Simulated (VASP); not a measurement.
# Sn (Immm) in VASP: further runs, part 2 of 2

VASP 6.6.1. Earlier steps stand in the parts before.

### Step 3. Single point, PBEsol

This run uses another cell than the first one, of 30.82 Å³/atom, 1.024 times its volume.

The input, INCAR:

```
SYSTEM = Sn
PREC = Accurate
ENCUT = 520
EDIFF = 1E-6
ISMEAR = -1
SIGMA = 0.1
LREAL = .False.
LASPH = .True.
NELM = 80
ALGO = Normal
ISIF = 2
LWAVE = .False.
LCHARG = .False.
GGA = PS
NBANDS = 13
```

The input, KPOINTS:

```
Automatic mesh
0
Gamma
  12 12 12
  0 0 0
```

The input, POSCAR:

```
Sn
1.0
   -1.7686662188      1.8188700046      2.3953970941
    1.7686662188     -1.8188700046      2.3953970941
    1.7686662188      1.8188700046     -2.3953970941
Sn
1
Direct
    0.0000000000      0.0000000000      0.0000000000
```

Potentials or basis: VASP PAW PBE potentials, release 64 (Sn_d).

Started as:

```sh
$ cat potpaw_PBE.64/Sn_d/POTCAR > POTCAR
$ mpirun -np 1 vasp_std > vasp.out
```

OUTCAR:

```text
SYSTEM = Sn
   PREC = Accurate
   ENCUT = 520
   EDIFF = 1E-6
   ISMEAR = -1
   LREAL = .False.
   LASPH = .True.
   NELM = 80
   ISIF = 2
   GGA = PS

 ion  position               nearest neighbor table
   1  0.000  0.000  0.000-

  LATTYP: Found a body centered orthorhombic cell.
 ALAT       =     3.5373324376
 B/A-ratio  =     1.0283851104
 C/A-ratio  =     1.3543522620

  Lattice vectors:

 A1 = (  -1.7686662188,   1.8188700046,   2.3953970941)
 A2 = (   1.7686662188,  -1.8188700046,   2.3953970941)
 A3 = (   1.7686662188,   1.8188700046,  -2.3953970941)

Analysis of symmetry for initial positions (statically):
=====================================================================
 Subroutine PRICEL returns:
 Original cell was already a primitive cell.

 Routine SETGRP: Setting up the symmetry group for a
 body centered orthorhombic supercell.

 Subroutine GETGRP returns: Found  8 space group operations
 (whereof  8 operations were pure point group operations)
 out of a pool of  8 trial point group operations.

The static configuration has the point symmetry D_2h.

Analysis of symmetry for dynamics (positions and initial velocities):
=====================================================================
 Subroutine PRICEL returns:
 Original cell was already a primitive cell.

 Routine SETGRP: Setting up the symmetry group for a
 body centered orthorhombic supercell.

 Subroutine GETGRP returns: Found  8 space group operations
 (whereof  8 operations were pure point group operations)
 out of a pool of  8 trial point group operations.

The dynamic configuration has the point symmetry D_2h.

 Subroutine INISYM returns: Found  8 space group operations
 (whereof  8 operations are pure point group operations),
 and found     1 'primitive' translations

----------------------------------------------------------------------------------------

                                     Primitive cell

  volume of cell :      30.8237

  direct lattice vectors                    reciprocal lattice vectors
    -1.768666219  1.818870005  2.395397094     0.000000000  0.274895951  0.208733659
     1.768666219 -1.818870005  2.395397094     0.282698903  0.000000000  0.208733659
     1.768666219  1.818870005 -2.395397094     0.282698903  0.274895951  0.000000000

  length of vectors
     3.489182644  3.489182644  3.489182644     0.345163040  0.351409178  0.394317707

  position of ions in fractional coordinates (direct lattice)
     0.000000000  0.000000000  0.000000000

  ion indices of the primitive-cell ions
   primitive index   ion index
                 1           1

----------------------------------------------------------------------------------------

 KPOINTS: Automatic mesh

Automatic generation of k-mesh.
 Grid dimensions read from file:
 generate k-points for:   12   12   12

 Generating k-lattice:

  Cartesian coordinates                     Fractional coordinates (reciprocal lattice)
     0.000000000  0.022907996  0.017394472     0.083333333  0.000000000  0.000000000
     0.023558242  0.000000000  0.017394472     0.000000000  0.083333333  0.000000000
     0.023558242  0.022907996  0.000000000     0.000000000  0.000000000  0.083333333

  Length of vectors
     0.028763587  0.029284098  0.032859809

  Shift w.r.t. Gamma in fractional coordinates (k-lattice)
     0.000000000  0.000000000  0.000000000

 Subroutine IBZKPT returns following result:
 ===========================================

 Found    280 irreducible k-points:

 Following reciprocal coordinates:
            Coordinates               Weight
  0.000000  0.000000  0.000000      1.000000
  0.083333  0.000000  0.000000      4.000000
  0.166667 -0.000000  0.000000      4.000000
  0.250000  0.000000 -0.000000      4.000000
  0.333333  0.000000  0.000000      4.000000
  0.416667  0.000000 -0.000000      4.000000
[... 16 lines left out ...]
  0.250000  0.166667 -0.000000      8.000000
  0.333333  0.166667 -0.000000      8.000000
 [... further k-points ...]
   k-points           NKPTS =    280   k-points in BZ     NKDIM =    280   number of bands    NBANDS=     13
   number of dos      NEDOS =    301   number of ions     NIONS =      1
   total plane-waves  NPLWV =  21952
   dimension x,y,z NGX =    28 NGY =   28 NGZ =   28
   dimension x,y,z NGXF=    56 NGYF=   56 NGZF=   56
   ions per type =               1
   NGX,Y,Z   is equivalent  to a cutoff of  13.34, 13.34, 13.34 a.u.
   NGXF,Y,Z  is equivalent  to a cutoff of  26.68, 26.68, 26.68 a.u.
 SYSTEM =  Sn
   PREC   = accura    normal or accurate (medium, high low for compatibility)
   ISTART =      0    job   : 0-new  1-cont  2-samecut
   ICHARG =      2    charge: 1-file 2-atom 10-const
   ISPIN  =      1    spin polarized calculation?
   LNONCOLLINEAR =      F non collinear calculations
   LSORBIT =      F    spin-orbit coupling
   LASPH  =      T    aspherical Exc in radial PAW
   ENCUT  =  520.0 eV  38.22 Ry    6.18 a.u.   6.49  6.49  6.49*2*pi/ulx,y,z
   NELM   =     80;   NELMIN=  2; NELMDL= -5     # of ELM steps
   EDIFF  = 0.1E-05   stopping-criterion for ELM
   LREAL  =      F    real-space projection
   EDIFFG = 0.1E-04   stopping-criterion for IOM
   NSW    =      0    number of steps for IOM
   IBRION =     -1    ionic relax: 0-MD 1-quasi-New 2-CG
   NFREE  =      0    steps in history (QN), initial steepest desc. (CG)
   ISIF   =      2    stress and relaxation
   ISYM   =      2    0-nonsym 1-usesym 2-fastsym
   POTIM  = 0.5000    time-step for ionic-motion
   TEBEG  =    0.0;   TEEND  =   0.0 temperature during run
   PSTRESS=    0.0 pullay stress
   NELECT =      14.0000    total number of electrons
   NUPDOWN=      -1.0000    fix difference up-down
   EMIN   =  10.00;   EMAX   =-10.00  energy-range for DOS
   EFERMI =   0.00;   METHOD = LEGACY
   ISMEAR =    -1;   SIGMA  =   0.10  broadening in eV -4-tet -1-fermi 0-gaus
   EFERMI_NEDOS =   21; number of points for ismear=-14 and -15
   IALGO  =     38    algorithm
   IMIX   =      4    mixing-type and parameters
     AMIX     =   0.40;   BMIX     =  1.00
     AMIX_MAG =   1.60;   BMIX_MAG =  1.00
  volume/ion in A,a.u.               =      30.82       208.01
  Fermi-wavevector in a.u.,A,eV,Ry     =   1.258411  2.378052 21.546161  1.583598
  Thomas-Fermi vector in A             =   2.392022
   LORBIT       =      0    0 simple, 1 ext, 2 COOP (PROOUT), +10 PAW based schemes
   GGA     = PS    functional components
   LHFCALC =     F    Hartree Fock is set to
   AEXX    =    0.0000 exact exchange contribution
   IVDW    =     0    specifies the selected vdW correction
   LEPSILON=     F    determine dielectric tensor
   LRPA    =     F    only Hartree local field effects (RPA)
 non-spin polarized calculation
  energy-cutoff  :      520.00
  volume of cell :       30.82
 maximum number of plane-waves:       850
 NGX is ok and might be reduce to    28
   NGX = 13   NGY = 13   NGZ = 13

 number of electron      14.0000003 magnetization

 Free energy of the ion-electron system (eV)
  ---------------------------------------------------
  ext. energy  EPLUGINS =         0.00000000
  ---------------------------------------------------
  free energy    TOTEN  =        -4.14573560 eV

  energy without entropy =       -4.12159953  energy(sigma->0) =       -4.13366757

 E-fermi :   6.5449     XC(G=0):  -9.9253

 val. band max:        6.5403461179   @ k =  -0.4167  -0.3333   0.1667
 cond. band min:       6.5562315912   @ k =   0.5000  -0.4167   0.0833
 fundamental gap:      0.0158854732
 Fermi energy:         6.5448622781

 k-point     1 :       0.0000    0.0000    0.0000
  band No.  band energies     occupation
      1     -14.8796      2.00000
      2     -14.8677      2.00000
      3     -14.8504      2.00000
      4     -14.8280      2.00000
      5     -14.8016      2.00000
      6      -3.7461      2.00000
      7      13.0225      0.00000
      8      13.1626      0.00000
      9      13.5125      0.00000
     10      17.0624      0.00000
     11      17.2813      0.00000
     12      17.7504      0.00000
     13      17.9143      0.00000
[... 353 lines left out ...]
 k-point    24 :       0.3333    0.1667   -0.0000
  band No.  band energies     occupation
      1     -14.8650      2.00000
      2     -14.8486      2.00000
      3     -14.8333      2.00000
      4     -14.7901      2.00000
      5     -14.7718      2.00000
      6      -0.6376      2.00000
      7       4.2290      2.00000
      8       8.3371      0.00000
      9      11.6263      0.00000
     10      15.0141      0.00000
     11      17.7652      0.00000
     12      18.5629      0.00000
     13      20.5604      0.00000

 [... further k-points ...]

------------------------ aborting loop because EDIFF is reached ----------------------------------------

  FORCE on cell =-STRESS in cart. coord.  units (eV):
  Direction    XX          YY          ZZ          XY          YZ          ZX
  --------------------------------------------------------------------------------------
  -------------------------------------------------------------------------------------
  Total       -1.0664566     -1.1270555     -1.1655804      0.0000000      0.0000000      0.0000000
  in kB      -55.4330439    -58.5828951    -60.5853708      0.0000000      0.0000000      0.0000000
  external PRESSURE =     -58.2004366 kB  Pullay stress =       0.0000000 kB

 VOLUME and BASIS-vectors are now :
 -----------------------------------------------------------------------------
  energy-cutoff  :      520.00
  volume of cell :       30.82
      direct lattice vectors                 reciprocal lattice vectors
    -1.768666219  1.818870005  2.395397094     0.000000000  0.274895951  0.208733659
     1.768666219 -1.818870005  2.395397094     0.282698903  0.000000000  0.208733659
     1.768666219  1.818870005 -2.395397094     0.282698903  0.274895951  0.000000000

 POSITION                                       TOTAL-FORCE (eV/Angst)
 -----------------------------------------------------------------------------------
      0.00000      0.00000      0.00000         0.000000      0.000000      0.000000
 -----------------------------------------------------------------------------------
    total drift:                               -0.000000     -0.000000     -0.000000

  FREE ENERGIE OF THE ION-ELECTRON SYSTEM (eV)
  ---------------------------------------------------
  free  energy   TOTEN  =        -4.1457355974 eV

  energy  without entropy=       -4.1215995350  energy(sigma->0) =       -4.13366757
```

OSZICAR:

```text
N       E                     dE             d eps       ncg     rms          rms(c)
DAV:   1     0.811155520180E+02    0.81116E+02   -0.72120E+03  7478   0.153E+03
DAV:   2     0.180549637794E+01   -0.79310E+02   -0.76864E+02  7685   0.336E+02
DAV:   3    -0.403125727822E+01   -0.58368E+01   -0.58179E+01  8726   0.747E+01
DAV:   4    -0.415753894226E+01   -0.12628E+00   -0.12625E+00  8793   0.118E+01
DAV:   5    -0.416206852204E+01   -0.45296E-02   -0.45295E-02  9862   0.215E+00    0.106E+00
DAV:   6    -0.414933160208E+01    0.12737E-01   -0.15282E-02  9308   0.204E+00    0.564E-01
DAV:   7    -0.414592142043E+01    0.34102E-02   -0.83839E-03  9410   0.140E+00    0.991E-02
DAV:   8    -0.414573400444E+01    0.18742E-03   -0.66856E-04  8895   0.439E-01    0.190E-02
DAV:   9    -0.414573487240E+01   -0.86796E-06   -0.11969E-05 10039   0.409E-02    0.117E-02
DAV:  10    -0.414573559745E+01   -0.72505E-06   -0.10518E-06  6075   0.107E-02
   1 F= -.41457356E+01 E0= -.41336676E+01  d E =-.241361E-01
```

Run time: 73 s. Hardware: 1 thread of Intel Xeon 6975P-C (Granite Rapids), shared host; peak memory 0.23 GiB.

What came out:

| Item | Value |
| --- | --- |
| Free energy | -4.1457 eV |
| Pressure | -5.8 GPa |
| Band gap on the k mesh | zero (band 7 reaches 13.02 eV, above the bottom of band 8 at 4.81 eV) |

Caveat: the PAW data sets were made with another functional, which shifts forces and pressure a little; spin-orbit coupling is left out, which moves the levels of the heavy elements.

### Step 4. Single point, PBEsol

This run uses another cell than the first one, of 31.54 Å³/atom, 1.048 times its volume.

The input, INCAR:

```
ALGO = Normal
EDIFF = 1E-6
ENCUT = 520
GGA = PS
ISIF = 2
ISMEAR = -1
LASPH = True
LCHARG = False
LREAL = False
LWAVE = False
NBANDS = 13
NELM = 100
PREC = Accurate
SIGMA = 0.1
```

The input, KPOINTS:

```
k-points
0
Gamma
  12 12 12
```

The input, POSCAR:

```
Sn
1.0
   -1.7822718783      1.8328618622      2.4138239497
    1.7822718783     -1.8328618622      2.4138239497
    1.7822718783      1.8328618622     -2.4138239497
Sn
1
Direct
    0.0000000000      0.0000000000      0.0000000000
```

Started as:

```sh
$ cat potpaw_PBE.64/Sn_d/POTCAR > POTCAR
$ mpirun -np 1 vasp_std > vasp.out
```

Wall time 80 s (1 thread of Intel Xeon 6975P-C (Granite Rapids), shared host); peak memory 0.23 GiB.

It converged, with:

```yaml
Free_energy: -4.1187 eV
Pressure: -6.3 GPa
Band_gap_on_the_k_mesh: zero (band 7 reaches 12.61 eV, above the bottom of band 8 at 4.62 eV)
```

Stress tensor (GPa, compression positive):
```
-6.10  0.00  0.00
 0.00 -6.32  0.00
 0.00  0.00 -6.58
```

Levels at points of the mesh, in eV from the Fermi level:
| k point | band 5 | band 6 | band 7 | band 8 | band 9 | band 10 |
| --- | --- | --- | --- | --- | --- | --- |
| (0.00, 0.00, 0.00) | -21.35 | -10.15 | 6.31 | 6.45 | 6.79 | 10.48 |
| (0.50, 0.00, 0.00) | -21.30 | -6.71 | -3.93 | 4.75 | 5.42 | 8.97 |
| (0.00, 0.50, 0.00) | -21.31 | -6.49 | -3.87 | 4.37 | 5.16 | 8.52 |
| (0.50, 0.50, 0.00) | -21.29 | -5.31 | -3.18 | 1.94 | 2.30 | 5.24 |
| (0.50, 0.50, 0.50) | -21.29 | -4.66 | -2.73 | 1.17 | 1.75 | 4.47 |

Caveat: the PAW data sets were made with another functional, which shifts forces and pressure a little; spin-orbit coupling is left out, which moves the levels of the heavy elements.

### Step 5. The runs side by side

| cell | gap on the mesh (eV) | pressure (GPa) |
| --- | --- | --- |
| a = 3.462 Å, angles 119.1, 117.2, 93.3°, 1 atom | none | -5.2 |
| a = 3.489 Å, angles 119.1, 117.2, 93.3°, 1 atom | none | -5.8 |
| a = 3.516 Å, angles 119.1, 117.2, 93.3°, 1 atom | none | -6.3 |

Alike in all rows: task single point; level PBEsol; potentials or basis VASP PAW PBE potentials, release 64 (Sn_d); no spin polarisation; k mesh 12 × 12 × 12; cutoff (eV) 520; smearing fermi-dirac 0.1 eV.

Caveats: the PAW data sets were made with another functional, which shifts forces and pressure a little; spin-orbit coupling is left out, which moves the levels of the heavy elements.

Total energies depend on the potentials used, so only differences within one code and one set of settings carry meaning.
